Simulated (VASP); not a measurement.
# Ti3C2 (P6_3/mmc) in VASP: further runs

The runs below take Ti3C2 through single point, with r2SCAN.

Everything below comes from runs of VASP 6.6.1. Logs are shortened: lines on timing, memory, paths and dates and some standing lists are left out, and cuts for length are marked.

**1. The cell of the first run**

It takes space group P6_3/mmc (No. 194, hexagonal). Conventional cell: a = 3.125 Å, b = 3.125 Å, c = 15.053 Å, α = 90.00°, β = 90.00°, γ = 120.00°. Ti (site symmetry 3m) has 3 C at 2.08 Å and 4 Ti at 2.88 to 2.94 Å within 3.0 Å. Ti (site symmetry -3m) has 6 C at 2.22 Å and 6 Ti at 2.94 Å within 3.0 Å. C (site symmetry 3m) has 6 Ti at 2.08 to 2.22 Å within 2.8 Å.

**2. Single point, r2SCAN (biaxial strain in the a-b plane: +2.0 %, then relaxed in part)**

The input, POSCAR:

```
Ti3C2
1.0
    3.1253282445      0.0000000000      0.0000000000
   -1.5626641222      2.7066136549      0.0000000000
    0.0000000000      0.0000000000     15.0525781762
Ti C
6 4
Direct
    0.3333333333      0.6666666667      0.8456217157
    0.6666666667      0.3333333333      0.3456217157
    0.6666666667      0.3333333333      0.1543782843
    0.3333333333      0.6666666667      0.6543782843
    0.0000000000      0.0000000000      0.0000000000
    0.0000000000      0.0000000000      0.5000000000
    0.6666666667      0.3333333333      0.9141414531
    0.3333333333      0.6666666667      0.4141414531
    0.6666666667      0.3333333333      0.5858585469
    0.3333333333      0.6666666667      0.0858585469
```

The input, INCAR.step1:

```
SYSTEM = Ti3C2
PREC = Accurate ; ENCUT = 520
ISMEAR = 0 ; SIGMA = 0.1
LREAL = .FALSE. ; LASPH = .TRUE.
NELM = 60 ; NBANDS = 55
GGA = PE ; ALGO = Normal
EDIFF = 1E-4 ; LWAVE = .TRUE.
LCHARG = .FALSE.
```

The input, INCAR.step2:

```
SYSTEM = Ti3C2
PREC = Accurate ; ENCUT = 520
EDIFF = 1E-6 ; ISMEAR = 0
SIGMA = 0.1 ; LREAL = .FALSE.
LASPH = .TRUE. ; NELM = 60
ALGO = Normal ; ISIF = 2
LWAVE = .FALSE. ; LCHARG = .FALSE.
METAGGA = R2SCAN ; LMIXTAU = .TRUE.
NBANDS = 55 ; ISTART = 1
```

The input, KPOINTS:

```
Automatic mesh
0
G
  12 12 4
  0 0 0
```

Potentials or basis: VASP PAW PBE potentials, release 64 (Ti_sv, C).

Command:

```sh
$ cat potpaw_PBE.64/Ti_sv/POTCAR potpaw_PBE.64/C/POTCAR > POTCAR
$ cp INCAR.step1 INCAR
$ mpirun -np 1 vasp_std > vasp.out
$ cp INCAR.step2 INCAR
$ mpirun -np 1 vasp_std > vasp.out
```

OUTCAR:

```text
SYSTEM = Ti3C2
   PREC = Accurate
   ENCUT = 520
   EDIFF = 1E-6
   ISMEAR = 0
   LREAL = .FALSE.
   LASPH = .TRUE.
   NELM = 60
   ISIF = 2
   METAGGA = R2SCAN
   ISTART = 1

 ion  position               nearest neighbor table
   1  0.333  0.667  0.846-   7 2.08   7 2.08   7 2.08   4 2.88
   2  0.667  0.333  0.346-   8 2.08   8 2.08   8 2.08   3 2.88
   3  0.667  0.333  0.154-  10 2.08  10 2.08  10 2.08   2 2.88
   4  0.333  0.667  0.654-   9 2.08   9 2.08   9 2.08   1 2.88
   5  0.000  0.000  0.000-   7 2.22  10 2.22  10 2.22   7 2.22   7 2.22  10 2.22
   6  0.000  0.000  0.500-   8 2.22   9 2.22   8 2.22   9 2.22   9 2.22   8 2.22
   7  0.667  0.333  0.914-   1 2.08   1 2.08   1 2.08   5 2.22   5 2.22   5 2.22
   8  0.333  0.667  0.414-   2 2.08   2 2.08   2 2.08   6 2.22   6 2.22   6 2.22
   9  0.667  0.333  0.586-   4 2.08   4 2.08   4 2.08   6 2.22   6 2.22   6 2.22
  10  0.333  0.667  0.086-   3 2.08   3 2.08   3 2.08   5 2.22   5 2.22   5 2.22

  LATTYP: Found a hexagonal cell.
 ALAT       =     3.1253282445
 C/A-ratio  =     4.8163191187

  Lattice vectors:

 A1 = (   3.1253282445,   0.0000000000,   0.0000000000)
 A2 = (  -1.5626641222,   2.7066136549,   0.0000000000)
 A3 = (   0.0000000000,   0.0000000000,  15.0525781762)

Analysis of symmetry for initial positions (statically):
=====================================================================
 Subroutine PRICEL returns:
 Original cell was already a primitive cell.

 Routine SETGRP: Setting up the symmetry group for a
 hexagonal supercell.

 Subroutine GETGRP returns: Found 24 space group operations
 (whereof 12 operations were pure point group operations)
 out of a pool of 24 trial point group operations.

The static configuration has the point symmetry D_3d.
 The point group associated with its full space group is D_6h.

Analysis of symmetry for dynamics (positions and initial velocities):
=====================================================================
 Subroutine PRICEL returns:
 Original cell was already a primitive cell.

 Routine SETGRP: Setting up the symmetry group for a
 hexagonal supercell.

 Subroutine GETGRP returns: Found 24 space group operations
 (whereof 12 operations were pure point group operations)
 out of a pool of 24 trial point group operations.

The dynamic configuration has the point symmetry D_3d.
 The point group associated with its full space group is D_6h.

 Subroutine INISYM returns: Found 24 space group operations
 (whereof 12 operations are pure point group operations),
 and found     1 'primitive' translations

----------------------------------------------------------------------------------------

                                     Primitive cell

  volume of cell :     127.3306

  direct lattice vectors                    reciprocal lattice vectors
     3.125328244  0.000000000  0.000000000     0.319966391  0.184732682  0.000000000
    -1.562664122  2.706613655  0.000000000     0.000000000  0.369465364  0.000000000
     0.000000000  0.000000000 15.052578176     0.000000000  0.000000000  0.066433802

  length of vectors
     3.125328244  3.125328244 15.052578176     0.369465364  0.369465364  0.066433802

  position of ions in fractional coordinates (direct lattice)
     0.333333333  0.666666667  0.845621716
     0.666666667  0.333333333  0.345621716
     0.666666667  0.333333333  0.154378284
     0.333333333  0.666666667  0.654378284
     0.000000000  0.000000000  0.000000000
     0.000000000  0.000000000  0.500000000
     0.666666667  0.333333333  0.914141453
     0.333333333  0.666666667  0.414141453
     0.666666667  0.333333333  0.585858547
     0.333333333  0.666666667  0.085858547

  ion indices of the primitive-cell ions
   primitive index   ion index
                 1           1
                 2           2
                 3           3
                 4           4
                 5           5
                 6           6
                 7           7
                 8           8
                 9           9
                10          10

----------------------------------------------------------------------------------------

 KPOINTS: Automatic mesh

Automatic generation of k-mesh.
 Grid dimensions read from file:
 generate k-points for:   12   12    4

 Generating k-lattice:

  Cartesian coordinates                     Fractional coordinates (reciprocal lattice)
     0.026663866  0.015394390  0.000000000     0.083333333  0.000000000  0.000000000
     0.000000000  0.030788780  0.000000000     0.000000000  0.083333333  0.000000000
     0.000000000  0.000000000  0.016608451     0.000000000  0.000000000  0.250000000

  Length of vectors
     0.030788780  0.030788780  0.016608451

  Shift w.r.t. Gamma in fractional coordinates (k-lattice)
     0.000000000  0.000000000  0.000000000

 Subroutine IBZKPT returns following result:
 ===========================================

 Found     57 irreducible k-points:

 Following reciprocal coordinates:
            Coordinates               Weight
  0.000000  0.000000  0.000000      1.000000
  0.083333  0.000000  0.000000      6.000000
  0.166667  0.000000  0.000000      6.000000
  0.250000  0.000000  0.000000      6.000000
  0.333333  0.000000  0.000000      6.000000
  0.416667  0.000000  0.000000      6.000000
[... 16 lines left out ...]
  0.250000  0.000000  0.250000     12.000000
  0.333333  0.000000  0.250000     12.000000
 [... further k-points ...]
   k-points           NKPTS =     57   k-points in BZ     NKDIM =     57   number of bands    NBANDS=     55
   number of dos      NEDOS =    301   number of ions     NIONS =     10
   total plane-waves  NPLWV =  64512
   dimension x,y,z NGX =    24 NGY =   24 NGZ =  112
   dimension x,y,z NGXF=    48 NGYF=   48 NGZF=  224
   ions per type =               6   4
   NGX,Y,Z   is equivalent  to a cutoff of  12.77, 12.77, 12.37 a.u.
   NGXF,Y,Z  is equivalent  to a cutoff of  25.53, 25.53, 24.74 a.u.
 SYSTEM =  Ti3C2
   PREC   = accura    normal or accurate (medium, high low for compatibility)
   ISTART =      1    job   : 0-new  1-cont  2-samecut
   ICHARG =      0    charge: 1-file 2-atom 10-const
   ISPIN  =      1    spin polarized calculation?
   LNONCOLLINEAR =      F non collinear calculations
   LSORBIT =      F    spin-orbit coupling
   LASPH  =      T    aspherical Exc in radial PAW
   ENCUT  =  520.0 eV  38.22 Ry    6.18 a.u.   5.81  5.81 27.99*2*pi/ulx,y,z
   NELM   =     60;   NELMIN=  2; NELMDL=  0     # of ELM steps
   EDIFF  = 0.1E-05   stopping-criterion for ELM
   LREAL  =      F    real-space projection
   EDIFFG = 0.1E-04   stopping-criterion for IOM
   NSW    =      0    number of steps for IOM
   IBRION =     -1    ionic relax: 0-MD 1-quasi-New 2-CG
   NFREE  =      0    steps in history (QN), initial steepest desc. (CG)
   ISIF   =      2    stress and relaxation
   ISYM   =      2    0-nonsym 1-usesym 2-fastsym
   POTIM  = 0.5000    time-step for ionic-motion
   TEBEG  =    0.0;   TEEND  =   0.0 temperature during run
   PSTRESS=    0.0 pullay stress
   NELECT =      88.0000    total number of electrons
   NUPDOWN=      -1.0000    fix difference up-down
   EMIN   =  10.00;   EMAX   =-10.00  energy-range for DOS
   EFERMI =   0.00;   METHOD = LEGACY
   ISMEAR =     0;   SIGMA  =   0.10  broadening in eV -4-tet -1-fermi 0-gaus
   EFERMI_NEDOS =   21; number of points for ismear=-14 and -15
   IALGO  =     38    algorithm
   IMIX   =      4    mixing-type and parameters
     AMIX     =   0.40;   BMIX     =  1.00
     AMIX_MAG =   1.60;   BMIX_MAG =  1.00
  volume/ion in A,a.u.               =      12.73        85.93
  Fermi-wavevector in a.u.,A,eV,Ry     =   1.447410  2.735208 28.504132  2.094995
  Thomas-Fermi vector in A             =   2.565368
   LORBIT       =      0    0 simple, 1 ext, 2 COOP (PROOUT), +10 PAW based schemes
   METAGGA = R2SCAN    functional components
   LHFCALC =     F    Hartree Fock is set to
   AEXX    =    0.0000 exact exchange contribution
   IVDW    =     0    specifies the selected vdW correction
   LEPSILON=     F    determine dielectric tensor
   LRPA    =     F    only Hartree local field effects (RPA)
 non-spin polarized calculation
 Gauss-broadening in eV      SIGMA  =   0.10
  energy-cutoff  :      520.00
  volume of cell :      127.33
 maximum number of plane-waves:      3460
 NGX is ok and might be reduce to    24
   NGX = 11   NGY = 11   NGZ = 55

 number of electron      88.0000008 magnetization

 Free energy of the ion-electron system (eV)
  ---------------------------------------------------
  ext. energy  EPLUGINS =         0.00000000
  ---------------------------------------------------
  free energy    TOTEN  =      -125.53530602 eV

  energy without entropy =     -125.52219348  energy(sigma->0) =     -125.52874975

 E-fermi :   8.4380     XC(G=0): -12.5987

 val. band max:        8.4296746403   @ k =   0.2500   0.2500   0.0000
 cond. band min:       8.4452293374   @ k =   0.0833   0.0833   0.5000
 fundamental gap:      0.0155546971
 Fermi energy:         8.4380487305

 k-point     1 :       0.0000    0.0000    0.0000
  band No.  band energies     occupation
      1     -51.0580      2.00000
      2     -51.0475      2.00000
      3     -51.0364      2.00000
      4     -51.0243      2.00000
      5     -50.8800      2.00000
      6     -50.8784      2.00000
[... 47 lines left out ...]
     54       9.9977      0.00000
     55      10.1949      0.00000

 k-point     2 :       0.0833    0.0000    0.0000
  band No.  band energies     occupation
      1     -51.0548      2.00000
      2     -51.0449      2.00000
      3     -51.0332      2.00000
      4     -51.0218      2.00000
      5     -50.8780      2.00000
      6     -50.8765      2.00000
[... 47 lines left out ...]
     54       9.9300      0.00000
     55      10.2858      0.00000
[... 1216 lines left out ...]
     54      10.3232      0.00000
     55      10.3397      0.00000

 k-point    24 :       0.3333    0.0000    0.2500
  band No.  band energies     occupation
      1     -51.0214      2.00000
      2     -51.0189      2.00000
      3     -50.9991      2.00000
      4     -50.9962      2.00000
      5     -50.8579      2.00000
      6     -50.8575      2.00000
[... 47 lines left out ...]
     54      10.5534      0.00000
     55      10.7163      0.00000

 [... further k-points ...]

------------------------ aborting loop because EDIFF is reached ----------------------------------------

  FORCE on cell =-STRESS in cart. coord.  units (eV):
  Direction    XX          YY          ZZ          XY          YZ          ZX
  --------------------------------------------------------------------------------------
  -------------------------------------------------------------------------------------
  Total       -6.0648424     -6.0648424      0.5373682     -0.0000000      0.0000000     -0.0000000
  in kB      -76.3127849    -76.3127849      6.7616038     -0.0000000      0.0000000     -0.0000000
  external PRESSURE =     -48.6213220 kB  Pullay stress =       0.0000000 kB

 VOLUME and BASIS-vectors are now :
 -----------------------------------------------------------------------------
  energy-cutoff  :      520.00
  volume of cell :      127.33
      direct lattice vectors                 reciprocal lattice vectors
     3.125328244  0.000000000  0.000000000     0.319966391  0.184732682  0.000000000
    -1.562664122  2.706613655  0.000000000     0.000000000  0.369465364  0.000000000
     0.000000000  0.000000000 15.052578176     0.000000000  0.000000000  0.066433802

 POSITION                                       TOTAL-FORCE (eV/Angst)
 -----------------------------------------------------------------------------------
     -0.00000      1.80441     12.72879        -0.000000      0.000000     -0.098396
      1.56266      0.90220      5.20250         0.000000     -0.000000     -0.098396
      1.56266      0.90220      2.32379         0.000000     -0.000000      0.098396
     -0.00000      1.80441      9.85008        -0.000000      0.000000      0.098396
      0.00000      0.00000      0.00000         0.000000      0.000000      0.000000
      0.00000      0.00000      7.52629         0.000000      0.000000      0.000000
      1.56266      0.90220     13.76019         0.000000      0.000000      0.029841
     -0.00000      1.80441      6.23390        -0.000000      0.000000      0.029841
      1.56266      0.90220      8.81868         0.000000      0.000000     -0.029841
     -0.00000      1.80441      1.29239         0.000000      0.000000     -0.029841
 -----------------------------------------------------------------------------------
    total drift:                               -0.000000      0.000000     -0.000000

  FREE ENERGIE OF THE ION-ELECTRON SYSTEM (eV)
  ---------------------------------------------------
  free  energy   TOTEN  =      -125.5353060228 eV

  energy  without entropy=     -125.5221934806  energy(sigma->0) =     -125.52874975
```

Run time: 30 min. Hardware: 1 thread of Intel Xeon 8259CL, shared host; peak memory 0.45 GiB.

Results:

```yaml
Free_energy: -125.5353 eV
Pressure: -4.9 GPa
Largest_force: 0.098 eV/Å
Band_gap_on_the_k_mesh: zero (bands 44 and 45 overlap by 0.69 eV)
```

Forces in eV/Å, atoms in the order of the input:
```
Ti   0.000  0.000 -0.098
Ti   0.000  0.000 -0.098
Ti   0.000  0.000  0.098
Ti   0.000  0.000  0.098
Ti   0.000  0.000  0.000
Ti   0.000  0.000  0.000
C    0.000  0.000  0.030
C    0.000  0.000  0.030
C    0.000  0.000 -0.030
C    0.000  0.000 -0.030
```

Caveat: the cell differs from its parent crystal (biaxial strain in the a-b plane: +2.0 %, then relaxed in part); the stress differs along the axes, from -8 to 1 GPa; the PAW data sets were made with another functional, which shifts forces and pressure a little.

(Part 1 of 2 ends here.)

The gap in the log of VASP goes by the Fermi energy; the results here count the filled bands.